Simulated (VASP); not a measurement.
A run of VASP 6.6.1:

Contents of INCAR:

```
GGA = PE
ISMEAR = 0
SIGMA = 0.03
LWAVE = False
LCHARG = False
ISIF = 0
NSW = 120
PREC = Accurate
LASPH = True
LREAL = False
ALGO = Normal
EDIFF = 1E-6
NELM = 120
GGA_COMPAT = False
IBRION = 2
EDIFFG = -0.01
NELMIN = 4
ENCUT = 400
EFERMI = MIDGAP
NELMDL = -8
```

The input KPOINTS:

```
k-points
0
Gamma
  1 1 1
```

File POSCAR:

```
GeSe
1.0
    9.0000000000      0.0000000000      0.0000000000
    0.0000000000      9.0000000000      0.0000000000
    0.0000000000      0.0000000000     12.0000000000
Ge Se
1 1
Direct
    0.5075180000      0.5087210000      0.4155450000
    0.4975100000      0.5046320000      0.5905580000
```

Potentials or basis: VASP PAW PBE potentials, release 64 (Ge_d, Se).

Run with:

```sh
$ cat potpaw_PBE.64/Ge_d/POTCAR potpaw_PBE.64/Se/POTCAR > POTCAR
$ mpirun -np 1 vasp_gam > vasp.out
```

Hardware: 1 thread of Intel(R) Xeon(R) Platinum 8488C (Sapphire Rapids), with other jobs on the host.

Question: How long does it take, and how much memory?

Answer: It took 96 s on 1 thread of Intel(R) Xeon(R) Platinum 8488C (Sapphire Rapids), with other jobs on the host, peak memory 0.62 GiB. Counts: scf iterations 56, k points 1, ion steps 3.
